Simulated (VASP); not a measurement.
# Si16S in VASP: notebook

Si16S is run at these levels: PBE; tasks: single point.

Everything below comes from runs of VASP 6.6.1. Logs are shortened: lines on timing, memory, paths and dates and some standing lists are left out, and cuts for length are marked.

### 1 The cell of the first run

The cell holds a slab with vacuum, 17 atoms: a = 7.702 Å, b = 6.365 Å, c = 19.753 Å, α = 90.00°, β = 90.00°, γ = 90.00°.

### 2 Single point, PBE, collinear spin

INCAR reads:

```
  ALGO = Normal
  DIPOL = 0.5 0.5 0.323
  EDIFF = 1E-6
  ENCUT = 520
  GGA = PE
  IDIPOL = 3
  ISIF = 2
  ISMEAR = 0
  ISPIN = 2
  KPAR = 4
  LASPH = True
  LCHARG = False
  LDIPOL = True
  LORBIT = 11
  LREAL = Auto
  LWAVE = False
  MAGMOM = 0 0 0 0 0 0 0 0 0 0 0 0 0 0 0 0 2
  NBANDS = 53
  NELM = 150
  PREC = Accurate
  SIGMA = 0.05
```

KPOINTS reads:

```
k-points
0
Gamma
  4 4 1
```

POSCAR reads:

```
Si16S
1.0
    7.7021644573      0.0000000000      0.0000000000
    0.0000000000      6.3646810416      0.0000000000
    0.0000000000      0.0000000000     19.7525435450
Si S
16 1
Direct
    0.0000000000      0.9370679285      0.2025055655
    0.5000000000      0.9370679285      0.2025055655
    0.0000000000      0.5629320715      0.2025055655
    0.5000000000      0.5629320715      0.2025055655
    0.2500000000      0.4370679285      0.2587875161
    0.7500000000      0.4370679285      0.2587875161
    0.2500000000      0.0629320715      0.2587875161
    0.7500000000      0.0629320715      0.2587875161
    0.2500000000      0.9333044709      0.3720589478
    0.7500000000      0.9333044709      0.3720589478
    0.2500000000      0.5666955291      0.3720589478
    0.7500000000      0.5666955291      0.3720589478
    0.0000000000      0.4259907579      0.4177964993
    0.5000000000      0.4259907579      0.4177964993
    0.0000000000      0.0740092421      0.4177964993
    0.5000000000      0.0740092421      0.4177964993
    0.2500000000      0.7593240913      0.4840380813
```

Potentials or basis: VASP PAW PBE potentials, release 64 (Si, S).

Command:

```bash
> cat potpaw_PBE.64/Si/POTCAR potpaw_PBE.64/S/POTCAR > POTCAR
> mpirun -np 4 vasp_std > vasp.out
```

OUTCAR:

```text
EDIFF = 1E-6
   ENCUT = 520
   GGA = PE
   ISIF = 2
   ISMEAR = 0
   ISPIN = 2
   LASPH = True
   LORBIT = 11
   LREAL = Auto
   NELM = 150
   PREC = Accurate

 ion  position               nearest neighbor table
   1  0.000  0.937  0.203-   7 2.36   8 2.36   3 2.38
   2  0.500  0.937  0.203-   7 2.36   8 2.36   4 2.38
   3  0.000  0.563  0.203-   5 2.36   6 2.36   1 2.38
   4  0.500  0.563  0.203-   5 2.36   6 2.36   2 2.38
   5  0.250  0.437  0.259-   3 2.36   4 2.36   7 2.38  11 2.38
   6  0.750  0.437  0.259-   3 2.36   4 2.36   8 2.38  12 2.38
   7  0.250  0.063  0.259-   1 2.36   2 2.36   5 2.38   9 2.38
   8  0.750  0.063  0.259-   1 2.36   2 2.36   6 2.38  10 2.38
   9  0.250  0.933  0.372-  15 2.31  16 2.31  11 2.33   7 2.38  17 2.47
  10  0.750  0.933  0.372-  15 2.31  16 2.31  12 2.33   8 2.38
  11  0.250  0.567  0.372-  13 2.31  14 2.31   9 2.33   5 2.38  17 2.53
  12  0.750  0.567  0.372-  13 2.31  14 2.31  10 2.33   6 2.38
  13  0.000  0.426  0.418-  15 2.24  12 2.31  11 2.31
  14  0.500  0.426  0.418-  16 2.24  12 2.31  11 2.31
  15  0.000  0.074  0.418-  13 2.24  10 2.31   9 2.31
  16  0.500  0.074  0.418-  14 2.24  10 2.31   9 2.31
  17  0.250  0.759  0.484-   9 2.47  11 2.53

  LATTYP: Found a simple orthorhombic cell.
 ALAT       =     6.3646810416
 B/A-ratio  =     1.2101414677
 C/A-ratio  =     3.1034616528

  Lattice vectors:

 A1 = (   0.0000000000,  -6.3646810416,   0.0000000000)
 A2 = (   7.7021644573,   0.0000000000,   0.0000000000)
 A3 = (   0.0000000000,   0.0000000000,  19.7525435450)

Analysis of symmetry for initial positions (statically):
=====================================================================
 Subroutine PRICEL returns:
 Original cell was already a primitive cell.

 Routine SETGRP: Setting up the symmetry group for a
 simple orthorhombic supercell.

 Subroutine GETGRP returns: Found  2 space group operations
 (whereof  1 operations were pure point group operations)
 out of a pool of  8 trial point group operations.

The static configuration has the point symmetry C_1 .
 The point group associated with its full space group is C_1h.

Analysis of symmetry for dynamics (positions and initial velocities):
=====================================================================
 Subroutine PRICEL returns:
 Original cell was already a primitive cell.

 Routine SETGRP: Setting up the symmetry group for a
 simple orthorhombic supercell.

 Subroutine GETGRP returns: Found  2 space group operations
 (whereof  1 operations were pure point group operations)
 out of a pool of  8 trial point group operations.

The dynamic configuration has the point symmetry C_1 .
 The point group associated with its full space group is C_1h.

Analysis of structural, dynamic, and magnetic symmetry:
=====================================================================
 Subroutine PRICEL returns:
 Original cell was already a primitive cell.

 Routine SETGRP: Setting up the symmetry group for a
 simple orthorhombic supercell.

 Subroutine GETGRP returns: Found  2 space group operations
 (whereof  1 operations were pure point group operations)
 out of a pool of  8 trial point group operations.

The overall configuration has the point symmetry C_1 .
 The point group associated with its full space group is C_1h.

 Subroutine INISYM returns: Found  2 space group operations
 (whereof  1 operations are pure point group operations),
 and found     1 'primitive' translations

----------------------------------------------------------------------------------------

                                     Primitive cell

  volume of cell :     968.3056

  direct lattice vectors                    reciprocal lattice vectors
     7.702164457  0.000000000  0.000000000     0.129833634  0.000000000  0.000000000
     0.000000000  6.364681042  0.000000000     0.000000000  0.157117064  0.000000000
[... 87 lines left out ...]
   NGX,Y,Z   is equivalent  to a cutoff of  12.95, 12.54, 12.62 a.u.
   NGXF,Y,Z  is equivalent  to a cutoff of  25.90, 25.08, 25.25 a.u.
 SYSTEM =  unknown system
   PREC   = accura    normal or accurate (medium, high low for compatibility)
   ISTART =      0    job   : 0-new  1-cont  2-samecut
   ICHARG =      2    charge: 1-file 2-atom 10-const
   ISPIN  =      2    spin polarized calculation?
   LNONCOLLINEAR =      F non collinear calculations
   LSORBIT =      F    spin-orbit coupling
   LASPH  =      T    aspherical Exc in radial PAW
   ENCUT  =  520.0 eV  38.22 Ry    6.18 a.u.  14.32 11.83 36.73*2*pi/ulx,y,z
   NELM   =    150;   NELMIN=  2; NELMDL= -5     # of ELM steps
   EDIFF  = 0.1E-05   stopping-criterion for ELM
   LREAL  =      T    real-space projection
   EDIFFG = 0.1E-04   stopping-criterion for IOM
   NSW    =      0    number of steps for IOM
   IBRION =     -1    ionic relax: 0-MD 1-quasi-New 2-CG
   NFREE  =      0    steps in history (QN), initial steepest desc. (CG)
   ISIF   =      2    stress and relaxation
   ISYM   =      2    0-nonsym 1-usesym 2-fastsym
   POTIM  = 0.5000    time-step for ionic-motion
   TEBEG  =    0.0;   TEEND  =   0.0 temperature during run
   PSTRESS=    0.0 pullay stress
   NELECT =      70.0000    total number of electrons
   NUPDOWN=      -1.0000    fix difference up-down
   EMIN   =  10.00;   EMAX   =-10.00  energy-range for DOS
   EFERMI =   0.00;   METHOD = LEGACY
   ISMEAR =     0;   SIGMA  =   0.05  broadening in eV -4-tet -1-fermi 0-gaus
   EFERMI_NEDOS =   21; number of points for ismear=-14 and -15
   IALGO  =     38    algorithm
   IMIX   =      4    mixing-type and parameters
     AMIX     =   0.40;   BMIX     =  1.00
     AMIX_MAG =   1.60;   BMIX_MAG =  1.00
  volume/ion in A,a.u.               =      56.96       384.38
  Fermi-wavevector in a.u.,A,eV,Ry     =   0.681977  1.288751  6.327978  0.465093
  Thomas-Fermi vector in A             =   1.760917
   LORBIT       =     11    0 simple, 1 ext, 2 COOP (PROOUT), +10 PAW based schemes
   GGA     = PE    functional components
   LHFCALC =     F    Hartree Fock is set to
   AEXX    =    0.0000 exact exchange contribution
   IVDW    =     0    specifies the selected vdW correction
   LEPSILON=     F    determine dielectric tensor
   LRPA    =     F    only Hartree local field effects (RPA)
 spin polarized calculation
 Gauss-broadening in eV      SIGMA  =   0.05
  energy-cutoff  :      520.00
  volume of cell :      968.31
 maximum number of plane-waves:     26115
 NGX is ok and might be reduce to    60
   NGX = 29   NGY = 23   NGZ = 73

 dipolmoment           0.000000      0.000000     -0.051551 electrons x Angstroem

 number of electron      69.9999999 magnetization       0.0013410

 number of electron      69.9999999 magnetization      -0.0000137

 dipolmoment           0.000000      0.000000      0.106599 electrons x Angstroem

 Free energy of the ion-electron system (eV)
  ---------------------------------------------------
  ext. energy  EPLUGINS =         0.00000000
  ---------------------------------------------------
  free energy    TOTEN  =       -82.11000985 eV

  energy without entropy =      -82.10409789  energy(sigma->0) =      -82.10705387

 E-fermi :  -1.0667     XC(G=0):  -4.0691

 val. band max:       -1.2028719428   @ k =   0.5000   0.2500   0.0000
 cond. band min:      -1.0487878352   @ k =   0.5000   0.2500   0.0000
 fundamental gap:      0.1540841076
 Fermi energy:        -1.0666939210

 spin component 1

 k-point     1 :       0.0000    0.0000    0.0000
  band No.  band energies     occupation
      1     -14.0507      1.00000
      2     -12.4216      1.00000
      3     -11.3204      1.00000
      4     -10.8336      1.00000
      5     -10.4792      1.00000
      6     -10.3259      1.00000
[... 439 lines left out ...]
     46       2.1482      0.00000
     47       2.1757      0.00000
 Fermi energy:        -1.0666939210

 spin component 2

 k-point     1 :       0.0000    0.0000    0.0000
  band No.  band energies     occupation
      1     -14.0507      1.00000
      2     -12.4216      1.00000
      3     -11.3204      1.00000
      4     -10.8336      1.00000
      5     -10.4792      1.00000
      6     -10.3259      1.00000
[... 439 lines left out ...]
     46       2.1482      0.00000
     47       2.1757      0.00000
 [bands above 47 left out]

------------------------ aborting loop because EDIFF is reached ----------------------------------------

 vacuum level on the upper side and lower side of the slab       (xc-potential included)         0.188        -0.193

  FORCE on cell =-STRESS in cart. coord.  units (eV):
  Direction    XX          YY          ZZ          XY          YZ          ZX
  --------------------------------------------------------------------------------------
  -------------------------------------------------------------------------------------
  Total        0.0542093     -1.6557099     -0.5787941      0.0000000      0.1887251      0.0000000
  in kB        0.0896958     -2.7395698     -0.9576839      0.0000000      0.3122683      0.0000000
  external PRESSURE =      -1.2025193 kB  Pullay stress =       0.0000000 kB

 VOLUME and BASIS-vectors are now :
 -----------------------------------------------------------------------------
  energy-cutoff  :      520.00
  volume of cell :      968.31
      direct lattice vectors                 reciprocal lattice vectors
     7.702164457  0.000000000  0.000000000     0.129833634  0.000000000  0.000000000
     0.000000000  6.364681042  0.000000000     0.000000000  0.157117064  0.000000000
     0.000000000  0.000000000 19.752543545     0.000000000  0.000000000  0.050626391

 POSITION                                       TOTAL-FORCE (eV/Angst)
 -----------------------------------------------------------------------------------
      0.00000      5.96414      4.00000         0.132369     -0.628260      0.669678
      3.85108      5.96414      4.00000        -0.132369     -0.628260      0.669678
      0.00000      3.58288      4.00000         0.108745      0.634376      0.677909
      3.85108      3.58288      4.00000        -0.108745      0.634376      0.677909
      1.92554      2.78180      5.11171         0.000000     -0.071562     -1.233207
      5.77662      2.78180      5.11171         0.000000     -0.018365     -0.592388
[... 9 lines left out ...]
      3.85108      0.47105      8.25254        -0.204900     -0.476546      0.056039
      1.92554      4.83286      9.56098         0.000000      0.072133     -0.014650
 -----------------------------------------------------------------------------------
    total drift:                               -0.000000      0.000329     -0.031818

  FREE ENERGIE OF THE ION-ELECTRON SYSTEM (eV)
  ---------------------------------------------------
  free  energy   TOTEN  =       -82.1100098482 eV

  energy  without entropy=      -82.1040978897  energy(sigma->0) =      -82.10705387

 vacuum level on the upper side and lower side of the slab         3.919         3.548

 total charge

# of ion       s       p       d       tot
------------------------------------------
    1        0.796   0.833   0.000   1.629
    2        0.796   0.833   0.000   1.629
    3        0.796   0.832   0.000   1.628
    4        0.796   0.832   0.000   1.628
    5        0.775   0.884   0.000   1.659
    6        0.762   0.891   0.000   1.652
[... 9 lines left out ...]
   16        0.787   0.881   0.000   1.668
   17        1.390   2.207   0.000   3.597
--------------------------------------------------
tot         13.830  16.260   0.000  30.090

 magnetization (x)

# of ion       s       p       d       tot
------------------------------------------
    1       -0.000   0.000   0.000   0.000
    2       -0.000   0.000   0.000   0.000
    3       -0.000  -0.000   0.000  -0.000
    4       -0.000  -0.000   0.000  -0.000
    5       -0.000  -0.000   0.000  -0.000
    6        0.000   0.000   0.000   0.000
[... 9 lines left out ...]
   16        0.000  -0.000   0.000  -0.000
   17       -0.000  -0.000   0.000  -0.000
--------------------------------------------------
tot         -0.000  -0.000   0.000  -0.000
```

Wall time 14 min (4 MPI ranks of Intel Xeon Platinum 8259CL at 2.50GHz (Skylake/Cascade Lake), shared host); peak memory 1.5 GiB.

Results:

| Item | Value |
| --- | --- |
| Free energy | -82.1100 eV |
| Largest force | 1.292 eV/Å |
| Band gap on the k mesh | zero (filled and empty bands overlap) |
| Net moment | 0.00 μB per cell |
| Valence electrons inside the program's atomic spheres | Si 1.63, 1.66, 1.65, 1.68, 1.67 (each value once); S 3.60 |

Forces in eV/Å, atoms in the order of the input:
```
Si   0.132 -0.628  0.670
Si  -0.132 -0.628  0.670
Si   0.109  0.634  0.678
Si  -0.109  0.634  0.678
Si   0.000 -0.072 -1.233
Si   0.000 -0.018 -0.592
Si   0.000  0.042 -1.291
Si   0.000  0.024 -0.576
Si   0.000 -0.372  0.322
Si   0.000  0.001  0.061
Si   0.000  0.341  0.301
Si   0.000 -0.051  0.059
Si   0.165  0.487  0.079
Si  -0.165  0.487  0.079
Si   0.205 -0.477  0.056
Si  -0.205 -0.477  0.056
S    0.000  0.072 -0.015
```

### 3 Single point, PBE, collinear spin

INCAR reads:

```
SYSTEM = Si16S
PREC = Accurate ; ENCUT = 520
EDIFF = 1E-7 ; ISMEAR = 0
SIGMA = 0.05 ; LREAL = Auto
LASPH = .TRUE. ; NELM = 150
ALGO = Fast ; ISIF = 2
LWAVE = .FALSE. ; LCHARG = .FALSE.
ISPIN = 2 ; MAGMOM = 0 0 0 0 0 0 0 0 0 0 0 0 0 0 0 0 2
LORBIT = 11 ; LDIPOL = .TRUE.
IDIPOL = 3 ; DIPOL = 0.5 0.5 0.325
GGA = PE ; NBANDS = 53
KPAR = 4
```

KPOINTS reads:

```
regular mesh
0
G
  4 4 1
  0 0 0
```

POSCAR, as its differences from that of step 2:

```diff
@@ -24,2 +24,2 @@
     0.5000000000      0.0740092421      0.4177964993
-    0.2500000000      0.7593240913      0.4840380813
+    0.0000000000      1.2593240913      0.5124418920
```

Potentials or basis: VASP PAW PBE potentials, release 64 (Si, S).

Command:

```bash
> cat potpaw_PBE.64/Si/POTCAR potpaw_PBE.64/S/POTCAR > POTCAR
> mpirun -np 4 vasp_std > vasp.out
```

Wall time 24 min (4 MPI ranks of Oxide Virtual Turin-like, shared host); peak memory 1.6 GiB.

Results (log left out):

```
Free energy                                           : -84.5906 eV
Largest force                                         : 1.051 eV/Å
Band gap on the k mesh                                : zero (filled and empty bands overlap)
Net moment                                            : 0.00 μB per cell
Valence electrons inside the program's atomic spheres : Si 1.63, 1.65, 1.69, 1.70, 1.68 (each value once); S 3.70
```

Forces in eV/Å, atoms in the order of the input:
```
Si   0.000 -0.803  0.678
Si   0.000 -0.821  0.614
Si   0.000  0.801  0.676
Si   0.000  0.829  0.626
Si   0.064  0.078 -0.614
Si  -0.064  0.078 -0.614
Si   0.061 -0.071 -0.615
Si  -0.061 -0.071 -0.615
Si   0.143 -0.051 -0.064
Si  -0.143 -0.051 -0.064
Si   0.118  0.062 -0.095
Si  -0.118  0.062 -0.095
Si   0.000  0.499 -0.093
Si   0.000 -0.092 -0.015
Si   0.000 -0.210  0.335
Si   0.000  0.098 -0.008
S    0.000 -0.335 -0.036
```

Levels at points of the mesh, in eV from the Fermi level:
Spin up:
```
           k point  band 32  band 33  band 34  band 35  band 36  band 37  band 38  band 39
(0.00, 0.00, 0.00)    -1.11    -0.68    -0.13    -0.03     0.24     0.60     1.03     1.53
(0.50, 0.00, 0.00)    -1.34    -0.91    -0.29    -0.08     0.75     0.90     1.36     1.38
(0.00, 0.50, 0.00)    -1.03    -0.91    -0.83    -0.24    -0.14     0.59     0.69     1.56
(0.50, 0.50, 0.00)    -1.42    -0.61    -0.38    -0.33     0.23     0.43     0.55     1.77
```
Spin down:
```csv
k point,band 31,band 32,band 33,band 34,band 35,band 36,band 37,band 38,band 39,band 40
"(0.00, 0.00, 0.00)",-1.11,-1.11,-0.68,-0.13,-0.03,0.24,0.60,1.03,1.53,1.76
"(0.50, 0.00, 0.00)",-1.37,-1.34,-0.91,-0.29,-0.08,0.75,0.90,1.36,1.38,1.99
"(0.00, 0.50, 0.00)",-1.04,-1.03,-0.91,-0.83,-0.24,-0.14,0.59,0.69,1.56,1.77
"(0.50, 0.50, 0.00)",-1.66,-1.42,-0.61,-0.38,-0.33,0.23,0.43,0.55,1.77,2.06
```

The gap in the log of VASP goes by the Fermi energy; the results here count the filled bands.